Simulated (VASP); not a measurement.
# Si (Fd-3m) in VASP: further runs

Si is run at these levels: PBE; tasks: G0W0 quasiparticle levels.

Program: VASP 6.6.1. These are calculated values, not measurements. Logs are shortened: lines on timing, memory, paths and dates and some standing lists are left out, and cuts for length are marked.

**1. The cell of the first run**

It takes space group Fd-3m (No. 227, cubic). The conventional cell has a = 5.431 Å, b = 5.431 Å, c = 5.431 Å, α = 90.00°, β = 90.00°, γ = 90.00°. Within 3.1 Å of Si (site symmetry -43m) lie 4 Si at 2.35 Å.

**2. G0W0 quasiparticle levels, PBE**

File POSCAR:

```
Si
1.0
    0.0000000000      2.7155000000      2.7155000000
    2.7155000000      0.0000000000      2.7155000000
    2.7155000000      2.7155000000      0.0000000000
Si
2
Direct
    0.0000000000      0.0000000000      0.0000000000
    0.2500000000      0.2500000000      0.2500000000
```

File INCAR.step1:

```
PREC = Accurate
ENCUT = 500
EDIFF = 1E-8
ISMEAR = 0
SIGMA = 0.01
LREAL = F
LASPH = T
NELM = 100
ALGO = Normal
LWAVE = T
LCHARG = F
GGA = PE
```

File INCAR.step2:

```
PREC = Accurate
ENCUT = 500
EDIFF = 1E-8
ISMEAR = 0
SIGMA = 0.01
LREAL = F
LASPH = T
NELM = 1
ALGO = Exact
LWAVE = T
LCHARG = F
GGA = PE
NBANDS = 403
LOPTICS = T
ISTART = 1
```

File INCAR.step3:

```
PREC = Accurate
ENCUT = 500
EDIFF = 1E-8
ISMEAR = 0
SIGMA = 0.01
LREAL = F
LASPH = T
ALGO = EVGW0
LWAVE = F
LCHARG = F
GGA = PE
NELMGW = 1
NBANDS = 403
ENCUTGW = 180.0
NOMEGA = 48
PRECFOCK = Fast
ISTART = 1
NBANDSGW = 12
```

File KPOINTS:

```
regular mesh
0
Gamma
  2 2 2
```

Potentials or basis: VASP PAW PBE potentials, release 64 (Si_GW).

Command:

```console
> cat potpaw_PBE.64/Si_GW/POTCAR > POTCAR
> cp INCAR.step1 INCAR
> mpirun -np 1 vasp_std > vasp.out
> cp INCAR.step2 INCAR
> mpirun -np 1 vasp_std > vasp.out
> cp INCAR.step3 INCAR
> mpirun -np 1 vasp_std > vasp.out
```

OUTCAR:

```text
PREC = Accurate
   ENCUT = 500
   EDIFF = 1E-8
   ISMEAR = 0
   LREAL = F
   LASPH = T
   GGA = PE
   NELMGW = 1
   ENCUTGW = 180.0
   PRECFOCK = Fast
   ISTART = 1

 ion  position               nearest neighbor table
   1  0.000  0.000  0.000-   2 2.35   2 2.35   2 2.35   2 2.35
   2  0.250  0.250  0.250-   1 2.35   1 2.35   1 2.35   1 2.35

  LATTYP: Found a face centered cubic cell.
 ALAT       =     5.4310000000

  Lattice vectors:

 A1 = (   0.0000000000,   2.7155000000,   2.7155000000)
 A2 = (   2.7155000000,   0.0000000000,   2.7155000000)
 A3 = (   2.7155000000,   2.7155000000,   0.0000000000)

Analysis of symmetry for initial positions (statically):
=====================================================================
 Subroutine PRICEL returns:
 Original cell was already a primitive cell.

 Routine SETGRP: Setting up the symmetry group for a
 face centered cubic supercell.

 Subroutine GETGRP returns: Found 48 space group operations
 (whereof 24 operations were pure point group operations)
 out of a pool of 48 trial point group operations.

The static configuration has the point symmetry T_d .
 The point group associated with its full space group is O_h .

Analysis of symmetry for dynamics (positions and initial velocities):
=====================================================================
 Subroutine PRICEL returns:
 Original cell was already a primitive cell.

 Routine SETGRP: Setting up the symmetry group for a
 face centered cubic supercell.

 Subroutine GETGRP returns: Found 48 space group operations
 (whereof 24 operations were pure point group operations)
 out of a pool of 48 trial point group operations.

The dynamic configuration has the point symmetry T_d .
 The point group associated with its full space group is O_h .

 Subroutine INISYM returns: Found 48 space group operations
 (whereof 24 operations are pure point group operations),
 and found     1 'primitive' translations

----------------------------------------------------------------------------------------

                                     Primitive cell

  volume of cell :      40.0479

  direct lattice vectors                    reciprocal lattice vectors
     0.000000000  2.715500000  2.715500000    -0.184128153  0.184128153  0.184128153
     2.715500000  0.000000000  2.715500000     0.184128153 -0.184128153  0.184128153
     2.715500000  2.715500000  0.000000000     0.184128153  0.184128153 -0.184128153

  length of vectors
     3.840296929  3.840296929  3.840296929     0.318919316  0.318919316  0.318919316

  position of ions in fractional coordinates (direct lattice)
     0.000000000  0.000000000  0.000000000
     0.250000000  0.250000000  0.250000000

  ion indices of the primitive-cell ions
   primitive index   ion index
                 1           1
                 2           2

----------------------------------------------------------------------------------------

 KPOINTS: regular mesh

Automatic generation of k-mesh.
 Grid dimensions read from file:
 generate k-points for:    2    2    2

 Generating k-lattice:

  Cartesian coordinates                     Fractional coordinates (reciprocal lattice)
    -0.092064077  0.092064077  0.092064077     0.500000000  0.000000000  0.000000000
     0.092064077 -0.092064077  0.092064077     0.000000000  0.500000000  0.000000000
     0.092064077  0.092064077 -0.092064077     0.000000000  0.000000000  0.500000000

  Length of vectors
     0.159459658  0.159459658  0.159459658

  Shift w.r.t. Gamma in fractional coordinates (k-lattice)
     0.000000000  0.000000000  0.000000000

 Subroutine IBZKPT returns following result:
 ===========================================

 Found      3 irreducible k-points:

 Following reciprocal coordinates:
            Coordinates               Weight
  0.000000  0.000000  0.000000      1.000000
  0.500000  0.000000  0.000000      4.000000
  0.500000  0.500000  0.000000      3.000000
   k-points           NKPTS =      3   k-points in BZ     NKDIM =      8   number of bands    NBANDS=    403
   number of dos      NEDOS =    301   number of ions     NIONS =      2
   total plane-waves  NPLWV =  21952
   dimension x,y,z NGX =    28 NGY =   28 NGZ =   28
   dimension x,y,z NGXF=    56 NGYF=   56 NGZF=   56
   ions per type =               2
   NGX,Y,Z   is equivalent  to a cutoff of  12.12, 12.12, 12.12 a.u.
   NGXF,Y,Z  is equivalent  to a cutoff of  24.24, 24.24, 24.24 a.u.
 SYSTEM =  unknown system
   PREC   = accura    normal or accurate (medium, high low for compatibility)
   ISTART =      1    job   : 0-new  1-cont  2-samecut
   ICHARG =      0    charge: 1-file 2-atom 10-const
   ISPIN  =      1    spin polarized calculation?
   LNONCOLLINEAR =      F non collinear calculations
   LSORBIT =      F    spin-orbit coupling
   LASPH  =      T    aspherical Exc in radial PAW
   ENCUT  =  500.0 eV  36.75 Ry    6.06 a.u.   7.00  7.00  7.00*2*pi/ulx,y,z
   NELM   =     60;   NELMIN=  2; NELMDL=  0     # of ELM steps
   EDIFF  = 0.1E-07   stopping-criterion for ELM
   LREAL  =      F    real-space projection
   EDIFFG = 0.1E-06   stopping-criterion for IOM
   NSW    =      0    number of steps for IOM
   IBRION =     -1    ionic relax: 0-MD 1-quasi-New 2-CG
   NFREE  =      0    steps in history (QN), initial steepest desc. (CG)
   ISIF   =      0    stress and relaxation
   ISYM   =      3    0-nonsym 1-usesym 2-fastsym
   POTIM  = 0.5000    time-step for ionic-motion
   TEBEG  =    0.0;   TEEND  =   0.0 temperature during run
   PSTRESS=    0.0 pullay stress
   NELECT =       8.0000    total number of electrons
   NUPDOWN=      -1.0000    fix difference up-down
   EMIN   =  10.00;   EMAX   =-10.00  energy-range for DOS
   EFERMI =   0.00;   METHOD = LEGACY
   ISMEAR =     0;   SIGMA  =   0.01  broadening in eV -4-tet -1-fermi 0-gaus
   EFERMI_NEDOS =   21; number of points for ismear=-14 and -15
   IALGO  =     38    algorithm
   IMIX   =      4    mixing-type and parameters
     AMIX     =   0.40;   BMIX     =  1.00
     AMIX_MAG =   1.60;   BMIX_MAG =  1.00
  volume/ion in A,a.u.               =      20.02       135.13
  Fermi-wavevector in a.u.,A,eV,Ry     =   0.956999  1.808467 12.460868  0.915848
  Thomas-Fermi vector in A             =   2.085978
   LORBIT       =      0    0 simple, 1 ext, 2 COOP (PROOUT), +10 PAW based schemes
   GGA     = PE    functional components
   LHFCALC =     T    Hartree Fock is set to
   PRECFOCK=fast      Normal, Fast or Accurate (Low or Medium for compatibility)
   ENCUT4O =  -1.0   cutoff for four orbital integrals eV
   NKREDX  =     1    reduce k-point grid by
   NKREDY  =     1    reduce k-point grid by
   NKREDZ  =     1    reduce k-point grid by
   AEXX    =    1.0000 exact exchange contribution
   HFSCREEN=    0.0000 screening length (either q_TF or 0.3 A-1)
   HFSCREENC=   0.0000 screening length for correlation (either q_TF or 0.3 A-1)
   ENCUTFOCK=  -1.0 apply spherical cutoff to Coloumb kernel
   IVDW    =     0    specifies the selected vdW correction
   LEPSILON=     F    determine dielectric tensor
   LRPA    =     F    only Hartree local field effects (RPA)
   LRPAFORCE           =     F    calculate RPA forces
   ENCUTGW             = 180.0    cutoff for response function in eV
   ENCUTGWSOFT         = 144.0    soft cutoff for Coulomb kernel in GW response function in eV
   ENCUTLF             =  -1.0    cutoff for local field effects
   NELMGW              =     1    number of iterations in solving QP/BSE equation
   NELMHF              =     1    number of iterations in the inner HF iteration
   NKREDLFX            =     1    NKREDLFY  =   1   NKREDLFZ  =   1
 non-spin polarized calculation
 Gauss-broadening in eV      SIGMA  =   0.01
  energy-cutoff  :      500.00
  volume of cell :       40.05
 maximum number of plane-waves:      1034
 NGX is ok and might be reduce to    28
  NGX = 16; NGY = 16; NGZ = 16
   NGX = 13   NGY = 13   NGZ = 13
 maximum number of plane-waves:       229

 QP shifts <psi_nk| G(iteration)W_0 |psi_nk>: iteration 1
 for sc-GW calculations column KS-energies equals QP-energies in previous step
 and V_xc(KS)=  KS-energies - (<T + V_ion + V_H > + <T+V_H+V_ion>^1  + <V_x>^1)

 k-point   1 :       0.0000    0.0000    0.0000
  band No.  KS-energies  QP-energies   sigma(KS)   V_xc(KS)     V^pw_x(r,r')   Z            occupation Imag(sigma)

      1      -6.2523      -6.8438     -11.2767     -10.4223     -17.3022       0.6923       2.0000       1.1154
      2       5.7662       4.9835     -12.4782     -11.5012     -14.4069       0.8012       2.0000       0.0402
      3       5.7662       4.9835     -12.4782     -11.5012     -14.4069       0.8012       2.0000       0.0402
      4       5.7662       4.9835     -12.4782     -11.5012     -14.4069       0.8012       2.0000       0.0402
      5       8.2067       8.1530     -10.1021     -10.0346      -4.8654       0.7953       0.0000      -0.1269
      6       8.2067       8.1530     -10.1021     -10.0346      -4.8654       0.7953       0.0000      -0.1269
      7       8.2067       8.1530     -10.1021     -10.0346      -4.8654       0.7953       0.0000      -0.1269
      8       9.1468       9.2418     -10.8719     -10.9915      -4.9592       0.7944       0.0000      -0.2275
      9      13.3439      13.4902      -9.8086      -9.9966      -4.0787       0.7781       0.0000      -0.1439
     10      13.3439      13.4902      -9.8086      -9.9966      -4.0787       0.7781       0.0000      -0.1439
     11      13.7197      13.1090      -8.1340      -7.3707      -2.3010       0.8002       0.0000      -0.3075
     12      16.8538      16.3677      -8.6901      -8.0838      -2.0004       0.8018       0.0000      -0.6552

 k-point   2 :       0.5000    0.0000    0.0000
  band No.  KS-energies  QP-energies   sigma(KS)   V_xc(KS)     V^pw_x(r,r')   Z            occupation Imag(sigma)

      1      -3.9017      -4.6709     -11.8875     -10.8669     -16.8069       0.7536       2.0000       0.6777
      2      -1.2732      -2.2084     -11.3051     -10.1611     -14.6259       0.8175       2.0000       0.3804
      3       4.5380       3.7670     -12.1720     -11.2033     -14.2523       0.7959       2.0000       0.0548
      4       4.5380       3.7670     -12.1720     -11.2033     -14.2523       0.7959       2.0000       0.0548
      5       7.2571       7.1651     -10.1755     -10.0588      -5.0099       0.7880       0.0000      -0.1064
      6       8.9679       8.9002      -9.6699      -9.5840      -4.3806       0.7893       0.0000      -0.1428
      7       8.9679       8.9002      -9.6699      -9.5840      -4.3806       0.7893       0.0000      -0.1428
      8      13.4088      12.8438      -8.0661      -7.3793      -2.0202       0.8225       0.0000      -0.4399
      9      16.2172      16.2265     -10.1427     -10.1550      -3.7408       0.7528       0.0000      -0.3944
     10      16.2172      16.2265     -10.1427     -10.1550      -3.7408       0.7528       0.0000      -0.3944
     11      17.0059      17.0236     -10.0153     -10.0392      -3.4100       0.7425       0.0000      -0.4830
     12      17.0059      17.0236     -10.0153     -10.0392      -3.4100       0.7425       0.0000      -0.4830

 k-point   3 :       0.5000    0.5000    0.0000
  band No.  KS-energies  QP-energies   sigma(KS)   V_xc(KS)     V^pw_x(r,r')   Z            occupation Imag(sigma)

      1      -2.0869      -2.9264     -11.9495     -10.8767     -15.9723       0.7826       2.0000       0.5106
      2      -2.0869      -2.9264     -11.9495     -10.8767     -15.9723       0.7826       2.0000       0.5106
      3       2.8486       2.0879     -11.6182     -10.6595     -14.0058       0.7935       2.0000       0.1032
      4       2.8486       2.0879     -11.6182     -10.6595     -14.0058       0.7935       2.0000       0.1032
      5       6.3629       6.1232      -9.0921      -8.7948      -4.1873       0.8064       0.0000      -0.0961
      6       6.3629       6.1232      -9.0921      -8.7948      -4.1873       0.8064       0.0000      -0.0961
      7      15.8158      15.9443     -10.5394     -10.7100      -3.6953       0.7538       0.0000      -0.4622
      8      15.8158      15.9443     -10.5394     -10.7100      -3.6953       0.7538       0.0000      -0.4622
      9      16.7051      16.6811     -10.5731     -10.5429      -4.2516       0.7985       0.0000      -0.4067
     10      16.7051      16.6811     -10.5731     -10.5429      -4.2516       0.7985       0.0000      -0.4067
     11      18.1509      18.1793     -10.0781     -10.1130      -3.3531       0.8135       0.0000      -0.6117
     12      18.1509      18.1793     -10.0781     -10.1130      -3.3531       0.8135       0.0000      -0.6117
```

Run time: 22 s. Hardware: 1 thread of Intel Xeon 6975P-C (Granite Rapids), shared host; peak memory 0.26 GiB.

What came out:

```yaml
Quasiparticle_gap: 1.14 eV
Least_direct_quasiparticle_gap: 3.17 eV
Band_gap_of_the_starting_levels_on_the_mesh: 0.60 eV
Least_direct_gap_of_the_starting_levels_on_the_mesh: 2.44 eV
```

Caveat: the k points lie up to 1.00 Å⁻¹ apart; bands, screening cutoff and mesh are small and nothing is extrapolated, so the quasiparticle values aren't converged.

(Part 1 of 2 ends here.)
